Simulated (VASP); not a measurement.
## WF: relaxation of cell and atoms with PBE

The system is WF.

```
CELL_PARAMETERS angstrom
3.29339 0.00000 0.00000
-1.64670 2.85216 0.00000
0.00000 0.00000 13.76720
ATOMIC_POSITIONS crystal
W 0.33333 0.66667 0.15700
W 0.66667 0.33333 0.65700
W 0.33333 0.66667 0.34300
W 0.66667 0.33333 0.84300
F 0.33333 0.66667 0.60200
F 0.66667 0.33333 0.10200
F 0.33333 0.66667 0.89800
F 0.66667 0.33333 0.39800
```

The cell was built from a structure type or drawn by symmetry, and may not be a known phase.

```
Program                : VASP 6.6.1
Task                   : relaxation of cell and atoms
Functional             : PBE
Potentials or basis    : VASP PAW PBE potentials, release 64 (W_sv, F)
Cutoff                 : 600 eV
k mesh                 : 6 × 6 × 2
Occupations            : gaussian, width 0.1 eV
Spin                   : no spin polarisation
Dipole correction      : no
Further INCAR settings : ALGO = Normal; EDIFF = 1e-07; IBRION = 2; EDIFFG = -0.04; NSW = 90; ISIF = 3
```

```json
{"Relaxed volume": "14.17 Å³/atom", "Relaxed cell": "a = 2.835 Å, b = 2.835 Å, c = 16.288 Å, α = 90.00°, β = 90.00°, γ = 120.00°", "Space group after relaxing (to 0.1 Å)": "P6_3/mmc (No. 194)", "Pressure after relaxing": "0.0 GPa", "Largest force after relaxing": "0.035 eV/Å", "Band gap on the k mesh": "zero (bands 42 and 43 overlap by 1.00 eV)"}
```

Forces on the atoms (eV/Å):
```
W    0.000  0.000  0.035
W    0.000  0.000  0.035
W    0.000  0.000 -0.035
W    0.000  0.000 -0.035
F    0.000  0.000  0.024
F    0.000  0.000  0.024
F    0.000  0.000 -0.024
F    0.000  0.000 -0.024
```

Stress tensor (GPa, compression positive):
```
-0.14  0.00  0.00
 0.00 -0.14  0.00
 0.00  0.00  0.23
```

Final structure:
```
CELL_PARAMETERS angstrom
2.83488 0.00000 0.00000
-1.41744 2.45507 0.00000
0.00000 0.00000 16.28813
ATOMIC_POSITIONS crystal
W 0.33333 0.66667 0.17229
W 0.66667 0.33333 0.67229
W 0.33333 0.66667 0.32771
W 0.66667 0.33333 0.82771
F 0.33333 0.66667 0.57868
F 0.66667 0.33333 0.07868
F 0.33333 0.66667 0.92132
F 0.66667 0.33333 0.42132
```

Levels at points of the mesh, in eV from the Fermi level:
| k point | band 41 | band 42 | band 43 | band 44 | band 45 | band 46 | band 47 | band 48 |
| --- | --- | --- | --- | --- | --- | --- | --- | --- |
| (0.00, 0.00, 0.00) | -0.87 | -0.87 | -0.34 | -0.34 | -0.33 | -0.33 | 1.29 | 1.29 |
| (0.50, 0.00, 0.00) | 0.60 | 0.61 | 1.28 | 1.40 | 3.17 | 3.19 | 3.75 | 3.92 |
| (0.00, 0.00, 0.50) | -0.88 | -0.88 | -0.33 | -0.33 | -0.33 | -0.33 | 1.29 | 1.29 |
| (0.50, 0.00, 0.50) | 0.61 | 0.61 | 1.34 | 1.34 | 3.18 | 3.18 | 3.83 | 3.83 |

Wall time 11 min on 1 thread of AMD EPYC 9R45 96-Core Processor (Zen 5), with other jobs on the host, peak memory 0.32 GiB.

Caveat: the k points lie up to 0.43 Å⁻¹ apart in the final cell, too coarse for converged energies and pressures of a metal; a cell axis changed by over 15 % at a fixed basis, so the end point is rough; spin-orbit coupling is left out, which moves the levels of the heavy elements.
